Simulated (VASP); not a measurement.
A run of VASP 6.6.1 is set up as follows.

Contents of INCAR:

```
SYSTEM = Sc2BC2
PREC = Accurate ; ENCUT = 520
EDIFF = 1E-6 ; ISMEAR = -1
SIGMA = 0.05 ; LREAL = .False.
LASPH = .True. ; NELM = 80
ALGO = Normal ; ISIF = 2
LWAVE = .False. ; LCHARG = .True.
GGA = PS ; LELF = .True.
LVHAR = .True. ; NBANDS = 24
```

File KPOINTS:

```
regular mesh
0
Gamma
  5 5 5
  0 0 0
```

POSCAR

```
Sc2BC2
1.0
   -1.6629500000      1.6629500000      5.3370500000
    1.6629500000     -1.6629500000      5.3370500000
    1.6629500000      1.6629500000     -5.3370500000
Sc B C
2 1 2
Direct
    0.3475900000      0.3475900000      0.0000000000
    0.6524100000      0.6524100000      0.0000000000
    0.0000000000      0.0000000000      0.0000000000
    0.1381600000      0.1381600000      0.0000000000
    0.8618400000      0.8618400000      0.0000000000
```

Potentials or basis: VASP PAW PBE potentials, release 64 (Sc_sv, B, C).

Launch:

```console
$ cat potpaw_PBE.64/Sc_sv/POTCAR potpaw_PBE.64/B/POTCAR potpaw_PBE.64/C/POTCAR > POTCAR
$ mpirun -np 1 vasp_std > vasp.out
```

What does it give for the pressure?

-2.3 GPa.

Estimate the largest force.

0.468 eV/Å.

Forces on the atoms (eV/Å):
```
Sc   0.000  0.000 -0.001
Sc   0.000  0.000  0.001
B    0.000  0.000  0.000
C    0.000  0.000  0.468
C    0.000  0.000 -0.468
```

Caveat: the k points lie up to 0.53 Å⁻¹ apart; the PAW data sets were made with another functional, which shifts forces and pressure a little.
